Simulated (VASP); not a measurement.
# PtS2 (P-3m1) in VASP: a series of runs

The runs below take PtS2 through relaxation of cell and atoms, single point, with PBE, r2SCAN.

Everything below comes from runs of VASP 6.6.1. Logs are shortened: lines on timing, memory, paths and dates and some standing lists are left out, and cuts for length are marked.

### Step 1. The cell of the first run

The structure is trigonal, space group P-3m1 (No. 164). Conventional cell: a = 3.543 Å, b = 3.543 Å, c = 5.039 Å, α = 90.00°, β = 90.00°, γ = 120.00°. Within 3.1 Å of Pt (site symmetry -3m) lie 6 S at 2.34 Å. S (site symmetry 3m) has 3 Pt at 2.34 Å and 3 S at 3.07 Å within 3.1 Å.

### Step 2. Relaxation of cell and atoms, PBE, target pressure 30 GPa, at which the enthalpy is minimised

INCAR reads:

```
ALGO     = Normal         # electronic algorithm
EDIFF    = 1E-6           # SCF threshold, eV
EDIFFG   = -0.01          # ionic threshold
ENCUT    = 600            # plane-wave cutoff, eV
GGA      = PE             # functional
IBRION   = 2              # ionic algorithm
ISIF     = 3              # what is computed and relaxed
ISMEAR   = -1             # smearing method
LASPH    = T              # aspherical terms in the spheres
LCHARG   = F              # write CHGCAR
LREAL    = F              # projectors in reciprocal space
LWAVE    = F              # write WAVECAR
NELM     = 80             # most SCF steps
NSW      = 60             # ionic steps
PREC     = Accurate       # precision mode
PSTRESS  = 300.0        
SIGMA    = 0.05           # smearing width, eV
```

KPOINTS reads:

```
k-points
0
Gamma
  9 9 5
```

POSCAR reads:

```
PtS2
1.0
    3.5432000000      0.0000000000      0.0000000000
   -1.7716000000      3.0685012107      0.0000000000
    0.0000000000      0.0000000000      5.0388000000
Pt S
1 2
Direct
    0.0000000000      0.0000000000      0.0000000000
    0.6666666667      0.3333333333      0.7730000000
    0.3333333333      0.6666666667      0.2270000000
```

Potentials or basis: VASP PAW PBE potentials, release 64 (Pt, S).

Run with:

```console
cat potpaw_PBE.64/Pt/POTCAR potpaw_PBE.64/S/POTCAR > POTCAR
mpirun -np 1 vasp_std > vasp.out
```

OUTCAR:

```text
EDIFF = 1E-6
   EDIFFG = -0.01
   ENCUT = 600
   GGA = PE
   IBRION = 2
   ISIF = 3
   ISMEAR = -1
   LASPH = T
   LREAL = F
   NELM = 80
   NSW = 60
   PREC = Accurate
   PSTRESS = 300.0

 ion  position               nearest neighbor table
   1  0.000  0.000  0.000-   2 2.34   3 2.34   2 2.34   3 2.34   2 2.34   3 2.34
   2  0.667  0.333  0.773-   1 2.34   1 2.34   1 2.34
   3  0.333  0.667  0.227-   1 2.34   1 2.34   1 2.34

  LATTYP: Found a hexagonal cell.
 ALAT       =     3.5432000000
 C/A-ratio  =     1.4221043125

  Lattice vectors:

 A1 = (   3.5432000000,   0.0000000000,   0.0000000000)
 A2 = (  -1.7716000000,   3.0685012107,   0.0000000000)
 A3 = (   0.0000000000,   0.0000000000,   5.0388000000)

Analysis of symmetry for initial positions (statically):
=====================================================================
 Subroutine PRICEL returns:
 Original cell was already a primitive cell.

 Routine SETGRP: Setting up the symmetry group for a
 hexagonal supercell.

 Subroutine GETGRP returns: Found 12 space group operations
 (whereof 12 operations were pure point group operations)
 out of a pool of 24 trial point group operations.

The static configuration has the point symmetry D_3d.

Analysis of symmetry for dynamics (positions and initial velocities):
=====================================================================
 Subroutine PRICEL returns:
 Original cell was already a primitive cell.

 Routine SETGRP: Setting up the symmetry group for a
 hexagonal supercell.

 Subroutine GETGRP returns: Found 12 space group operations
 (whereof 12 operations were pure point group operations)
 out of a pool of 24 trial point group operations.

The dynamic configuration has the point symmetry D_3d.

 Subroutine INISYM returns: Found 12 space group operations
 (whereof 12 operations are pure point group operations),
 and found     1 'primitive' translations

----------------------------------------------------------------------------------------

                                     Primitive cell

  volume of cell :      54.7834

  direct lattice vectors                    reciprocal lattice vectors
     3.543200000  0.000000000  0.000000000     0.282230752  0.162946001  0.000000000
    -1.771600000  3.068501211  0.000000000     0.000000000  0.325892001  0.000000000
     0.000000000  0.000000000  5.038800000     0.000000000  0.000000000  0.198459951

  length of vectors
     3.543200000  3.543200000  5.038800000     0.325892001  0.325892001  0.198459951

  position of ions in fractional coordinates (direct lattice)
     0.000000000  0.000000000  0.000000000
     0.666666667  0.333333333  0.773000000
     0.333333333  0.666666667  0.227000000

  ion indices of the primitive-cell ions
   primitive index   ion index
                 1           1
                 2           2
[... 105 lines left out ...]
 non-spin polarized calculation
  energy-cutoff  :      600.00
  volume of cell :       54.78
 maximum number of plane-waves:      1863
   NGX = 15   NGY = 15   NGZ = 21

--------------------------------------- Ionic step        1  -------------------------------------------

 number of electron      22.0000001 magnetization

 Free energy of the ion-electron system (eV)
  ---------------------------------------------------
  ext. energy  EPLUGINS =         0.00000000
  ---------------------------------------------------
  free energy    TOTEN  =       -15.27196539 eV

  energy without entropy =      -15.27196156  energy(sigma->0) =      -15.27196348

------------------------ aborting loop because EDIFF is reached ----------------------------------------

  FORCE on cell =-STRESS in cart. coord.  units (eV):
  Direction    XX          YY          ZZ          XY          YZ          ZX
  --------------------------------------------------------------------------------------
  -------------------------------------------------------------------------------------
  Total        3.9739653      3.9739653      3.4670567      0.0000000      0.0000000      0.0000000
  in kB      116.2212574    116.2212574    101.3963770      0.0000000      0.0000000      0.0000000
  external PRESSURE =    -188.7203694 kB  Pullay stress =     300.0000000 kB
[... 100 lines left out ...]
  energy  without entropy=      -14.6540893689  energy(sigma->0) =      -14.65409031

  enthalpy is  TOTEN    =        -5.3852953463 eV   P V=        9.2687958998

 E-fermi :   8.9417     XC(G=0): -11.7063

 val. band max:        8.8658791519   @ k =   0.0000   0.2222   0.2000
 cond. band min:       8.9586438283   @ k =   0.0000   0.1111   0.2000
 fundamental gap:      0.0927646763
 Fermi energy:         8.9417098125

 k-point     1 :       0.0000    0.0000    0.0000
  band No.  band energies     occupation
      1      -7.3631      2.00000
      2      -2.5200      2.00000
      3       1.5313      2.00000
      4       2.5855      2.00000
      5       2.5855      2.00000
      6       5.4297      2.00000
      7       5.4297      2.00000
      8       6.7647      2.00000
      9       7.8478      2.00000
     10       7.8478      2.00000
     11       9.0634      0.16132
     12       9.0634      0.16132
     13       9.2226      0.00724
     14      13.0206      0.00000
[... 403 lines left out ...]
      4       2.5336      2.00000
      5       2.8798      2.00000
      6       4.6090      2.00000
      7       5.1219      2.00000
      8       5.9158      2.00000
      9       6.3511      2.00000
     10       7.4606      2.00000
     11       8.4574      1.99988
     12       9.9262      0.00000
     13      10.2672      0.00000
     14      14.2303      0.00000
     15      15.0403      0.00000

 [... further k-points ...]

[... ionic steps 4 to 15 ...]

--------------------------------------- Ionic step       16  -------------------------------------------

 number of electron      22.0000000 magnetization

------------------------ aborting loop because EDIFF is reached ----------------------------------------
[... 73 lines left out ...]
--------------------------------------- Ionic step       18  -------------------------------------------

 number of electron      22.0000000 magnetization

 Free energy of the ion-electron system (eV)
  ---------------------------------------------------
  ext. energy  EPLUGINS =         0.00000000
  ---------------------------------------------------
  free energy    TOTEN  =       -14.47188532 eV

  energy without entropy =      -14.46881007  energy(sigma->0) =      -14.47034770

 E-fermi :  10.9534     XC(G=0): -12.2613

 val. band max:       10.8592768967   @ k =   0.0000   0.2222   0.2000
 cond. band min:      11.0283827465   @ k =   0.0000   0.1111   0.2000
 fundamental gap:      0.1691058499
 Fermi energy:        10.9534031921

 k-point     1 :       0.0000    0.0000    0.0000
  band No.  band energies     occupation
      1      -6.6020      2.00000
      2      -0.9106      2.00000
      3       2.2658      2.00000
      4       3.1669      2.00000
      5       3.1669      2.00000
      6       6.5120      2.00000
      7       6.5120      2.00000
      8       8.4985      2.00000
      9       9.4346      2.00000
     10       9.4346      2.00000
     11      11.2931      0.00224
     12      11.2931      0.00224
     13      11.5797      0.00001
     14      13.9106      0.00000
[... 449 lines left out ...]
  energy  without entropy=      -14.4688100705  energy(sigma->0) =      -14.47034770

  enthalpy is  TOTEN    =        -6.5825742356 eV   P V=        7.8893110893

 reached required accuracy - stopping structural energy minimisation
```

OSZICAR:

```text
N       E                     dE             d eps       ncg     rms          rms(c)
DAV:   1     0.129504883350E+03    0.12950E+03   -0.11505E+04  1516   0.147E+03
DAV:   2    -0.107185356870E+02   -0.14022E+03   -0.13720E+03  1878   0.266E+02
DAV:   3    -0.166052471075E+02   -0.58867E+01   -0.58595E+01  1997   0.579E+01
[... 175 lines left out ...]
DAV:   3    -0.144719230659E+02    0.10893E-03   -0.29208E-04  1703   0.176E-01    0.913E-02
DAV:   4    -0.144718889631E+02    0.34103E-04   -0.16770E-04  1626   0.827E-02    0.209E-02
DAV:   5    -0.144718870576E+02    0.19055E-05   -0.65223E-06  1710   0.229E-02    0.143E-02
DAV:   6    -0.144718856713E+02    0.13863E-05   -0.13878E-06   883   0.101E-02    0.323E-03
DAV:   7    -0.144718853250E+02    0.34630E-06   -0.25883E-07   778   0.446E-03
  18 F= -.65825742E+01 E0= -.65810366E+01  d E =-.896741E-04
```

CONTCAR:

```text
PtS2
   1.00000000000000
     3.4768026108094974   -0.0000000000000000   -0.0000000000000000
    -1.7384013054047487    3.0109993849532795    0.0000000000000000
    -0.0000000000000000    0.0000000000000001    4.0247388617212758
  Pt              S
     1     2
Direct
     0.0000000000000000    0.0000000000000000    0.0000000000000000
     0.6666666667000030    0.3333333332999970    0.7067330182803980
     0.3333333332999970    0.6666666667000030    0.2932669817196021

  0.00000000E+00  0.00000000E+00  0.00000000E+00
  0.00000000E+00  0.00000000E+00  0.00000000E+00
  0.00000000E+00  0.00000000E+00  0.00000000E+00
```

Wall time 6.7 min (1 thread of Intel Xeon Platinum 8488C (Sapphire Rapids), shared host); peak memory 0.22 GiB.

Results:

* Free energy: -14.4719 eV
* Relaxed volume: 14.04 Å³/atom
* Relaxed cell: a = 3.477 Å, b = 3.477 Å, c = 4.025 Å, α = 90.00°, β = 90.00°, γ = 120.00°
* Space group after relaxing (to 0.05 Å): P-3m1 (No. 164)
* Energy change on relaxing (the enthalpy is what falls): +266.7 meV/atom
* Ionic steps: 18
* Pressure after relaxing: 30.0 GPa
* Band gap on the k mesh: zero (band 11 reaches 11.29 eV, above the bottom of band 12 at 10.81 eV)

The path:
```csv
step,energy change (eV),largest force (eV/Å),pressure (GPa),volume (Å³)
1,0.0000,1.2127,11.13,54.78
2,4.3153,7.8842,114.47,39.44
3,0.6179,2.7912,31.53,49.50
4,0.6855,2.9206,33.37,49.13
5,0.6834,1.8094,34.10,45.29
6,1.6886,0.8179,48.16,38.79
7,0.9985,1.0055,39.89,41.91
8,1.1363,0.6103,41.62,41.00
9,0.4429,1.7835,3.39,46.98
10,0.7543,0.2569,27.88,42.61
11,0.7674,0.2233,28.42,42.54
12,0.7880,0.1593,29.39,42.25
13,0.8218,0.1083,30.19,42.02
14,0.8263,0.1028,30.30,42.00
15,0.7960,0.0408,29.71,42.16
16,0.7929,0.0341,29.64,42.17
17,0.8189,0.0925,30.97,42.04
18,0.8001,0.0014,30.02,42.13
```

Final structure:
```
CELL_PARAMETERS angstrom
3.47680 0.00000 0.00000
-1.73840 3.01100 0.00000
0.00000 0.00000 4.02474
ATOMIC_POSITIONS crystal
Pt 0.00000 0.00000 0.00000
S 0.66667 0.33333 0.70673
S 0.33333 0.66667 0.29327
```

Caveat: the cell is relaxed towards a set pressure, so the enthalpy falls and the energy may rise; the volume moved by over 15 % at a fixed basis, so the end points are rough; spin-orbit coupling is left out, which moves the levels of the heavy elements.

### Step 3. Single point, r2SCAN

This run uses another cell than the first one, of 17.17 Å³/atom, 0.940 times its volume.

POSCAR reads:

```
PtS2
1.0
    3.4708695004      0.0000000000      0.0000000000
   -1.7354347502      3.0058611606      0.0000000000
    0.0000000000      0.0000000000      4.9359384846
Pt S
1 2
Direct
    0.0000000000      0.0000000000      0.0000000000
    0.6666666667      0.3333333333      0.7730000000
    0.3333333333      0.6666666667      0.2270000000
```

INCAR.step1 reads:

```
SYSTEM = PtS2
ALGO = Normal
EDIFF = 1E-4
ENCUT = 520
GGA = PE
ISMEAR = -1
LASPH = .TRUE.
LCHARG = .FALSE.
LREAL = .FALSE.
LWAVE = .TRUE.
NBANDS = 18
NELM = 60
PREC = Accurate
SIGMA = 0.05
```

INCAR.step2 reads:

```
SYSTEM = PtS2
ALGO = Normal
EDIFF = 1E-6
ENCUT = 520
ISIF = 2
ISMEAR = -1
ISTART = 1
LASPH = .TRUE.
LCHARG = .TRUE.
LELF = .TRUE.
LMIXTAU = .TRUE.
LREAL = .FALSE.
LVHAR = .TRUE.
LWAVE = .FALSE.
METAGGA = R2SCAN
NBANDS = 18
NELM = 60
PREC = Accurate
SIGMA = 0.05
```

KPOINTS reads:

```
k-points
0
G
  9 9 5
  0 0 0
```

Potentials or basis: VASP PAW PBE potentials, release 64 (Pt, S).

Run with:

```console
cat potpaw_PBE.64/Pt/POTCAR potpaw_PBE.64/S/POTCAR > POTCAR
cp INCAR.step1 INCAR
mpirun -np 1 vasp_std > vasp.out
cp INCAR.step2 INCAR
mpirun -np 1 vasp_std > vasp.out
```

Wall time 2 min (1 thread of Intel Xeon Platinum 8375C at 2.90GHz (Ice Lake), shared host); peak memory 0.2 GiB.

The run converged. Its results:

```yaml
Free_energy: -68.4272 eV
Pressure: 21.9 GPa
Largest_force: 2.277 eV/Å
Band_gap_on_the_k_mesh: 1.27 eV, indirect (least direct gap 1.33 eV)
```

Forces in eV/Å, atoms in the order of the input:
```
Pt   0.000  0.000  0.000
S    0.000  0.000 -2.277
S    0.000  0.000  2.277
```

Stress tensor (GPa, compression positive):
```
23.68  0.00  0.00
 0.00 23.68  0.00
 0.00  0.00 18.27
```

Levels at points of the mesh, in eV from the valence-band top:
| k point | band 7 | band 8 | band 9 | band 10 | band 11 | band 12 | band 13 | band 14 | band 15 | band 16 |
| --- | --- | --- | --- | --- | --- | --- | --- | --- | --- | --- |
| (0.00, 0.00, 0.00) | -4.57 | -2.02 | -1.28 | -1.28 | -0.18 | 2.81 | 2.81 | 5.13 | 6.94 | 8.35 |

Caveat: the PAW data sets were made with another functional, which shifts forces and pressure a little; spin-orbit coupling is left out, which moves the levels of the heavy elements. r2SCAN opens gaps a little over a GGA but as a rule still falls short of measured ones.

### Step 4. Single point, r2SCAN

This run uses another cell than the first one, of 17.53 Å³/atom, 0.960 times its volume.

POSCAR reads:

```
PtS2
1.0
    3.4953130487      0.0000000000      0.0000000000
   -1.7476565244      3.0270298944      0.0000000000
    0.0000000000      0.0000000000      4.9706997601
Pt S
1 2
Direct
    0.0000000000      0.0000000000      0.0000000000
    0.6666666667      0.3333333333      0.7730000000
    0.3333333333      0.6666666667      0.2270000000
```

INCAR.step1 reads:

```
ALGO = Normal ; EDIFF = 1E-4
ENCUT = 520 ; GGA = PE
ISMEAR = -1 ; LASPH = True
LCHARG = False ; LREAL = False
LWAVE = True ; NBANDS = 18
NELM = 60 ; PREC = Accurate
SIGMA = 0.05
```

INCAR.step2 reads:

```
ALGO = Normal ; EDIFF = 1E-7
ENCUT = 520 ; ISIF = 2
ISMEAR = -1 ; ISTART = 1
LASPH = True ; LCHARG = False
LMIXTAU = True ; LREAL = False
LWAVE = False ; METAGGA = R2SCAN
NBANDS = 18 ; NELM = 60
PREC = Accurate ; SIGMA = 0.05
```

KPOINTS reads:

```
k-points
0
Gamma
  9 9 5
```

Run with:

```console
cat potpaw_PBE.64/Pt/POTCAR potpaw_PBE.64/S/POTCAR > POTCAR
cp INCAR.step1 INCAR
mpirun -np 1 vasp_std > vasp.out
cp INCAR.step2 INCAR
mpirun -np 1 vasp_std > vasp.out
```

Wall time 2.5 min (1 thread of Intel Xeon Platinum 8375C at 2.90GHz (Ice Lake), shared host); peak memory 0.21 GiB.

Results (log left out):

```yaml
Free_energy: -68.5610 eV
Pressure: 17.2 GPa
Largest_force: 1.892 eV/Å
Band_gap_on_the_k_mesh: 1.24 eV, indirect (least direct gap 1.30 eV)
```

Forces in eV/Å, atoms in the order of the input:
```
Pt   0.000  0.000  0.000
S    0.000  0.000 -1.892
S    0.000  0.000  1.892
```

Stress tensor (GPa, compression positive):
```
18.30  0.00  0.00
 0.00 18.30  0.00
 0.00  0.00 14.99
```

Levels at points of the mesh, in eV from the valence-band top:
```tsv
k point	band 8	band 9	band 10	band 11	band 12	band 13	band 14	band 15
(0.00, 0.00, 0.00)	-1.97	-1.25	-1.25	-0.15	2.75	2.75	5.17	6.75
```

Caveat: the PAW data sets were made with another functional, which shifts forces and pressure a little; spin-orbit coupling is left out, which moves the levels of the heavy elements. r2SCAN opens gaps a little over a GGA but as a rule still falls short of measured ones.

(Continued in part 2 of 2.)
